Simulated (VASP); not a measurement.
ZnO (ref): single point with r2SCAN

ZnO (ref):

```
Zn O
1.0
     3.25000    0.00000    0.00000
    -1.62500    2.81458    0.00000
     0.00000    0.00000    5.20500
Zn O
2 2
Direct
  0.33333 0.66667 0.00000
  0.66667 0.33333 0.50000
  0.33333 0.66667 0.38200
  0.66667 0.33333 0.88200
```

```json
{"Program": "VASP 6.6.1", "Task": "single point", "Functional": "r2SCAN", "Potentials or basis": "VASP PAW PBE potentials, release 64 (Zn, O)", "Cutoff": "520 eV", "k mesh": "6 × 6 × 4", "Occupations": "gaussian, width 0.1 eV", "Spin": "no spin polarisation"}
```

```yaml
Pressure: -0.2 GPa
Largest_force: 0.016 eV/Å
Band_gap_on_the_k_mesh: 1.23 eV, direct
```

Forces in eV/Å, atoms in the order of the input:
```
Zn   0.000  0.000  0.016
Zn   0.000  0.000  0.016
O    0.000  0.000 -0.016
O    0.000  0.000 -0.016
```

Stress tensor (GPa, compression positive):
```
-0.31  0.00  0.00
 0.00 -0.31  0.00
 0.00  0.00  0.05
```

Levels at points of the mesh, in eV from the valence-band top:
| k point | band 15 | band 16 | band 17 | band 18 | band 19 | band 20 | band 21 | band 22 |
| --- | --- | --- | --- | --- | --- | --- | --- | --- |
| (0.00, 0.00, 0.00) | -0.80 | -0.10 | 0.00 | 0.00 | 1.23 | 5.81 | 8.85 | 13.63 |
| (0.50, 0.00, 0.00) | -2.84 | -2.32 | -1.28 | -0.88 | 6.39 | 7.34 | 8.12 | 9.23 |
| (0.00, 0.00, 0.50) | -0.40 | -0.40 | -0.40 | -0.40 | 3.92 | 3.92 | 10.82 | 10.82 |
| (0.50, 0.00, 0.50) | -1.55 | -1.55 | -1.37 | -1.37 | 6.25 | 6.25 | 9.13 | 9.13 |

It took 72 s on 1 thread of Intel(R) Xeon(R) 6975P-C (Granite Rapids) (shared host), peak memory 0.17 GiB.

Caveat: the PAW data sets were made with another functional, which shifts forces and pressure a little. r2SCAN opens gaps a little over a GGA but as a rule still falls short of measured ones.
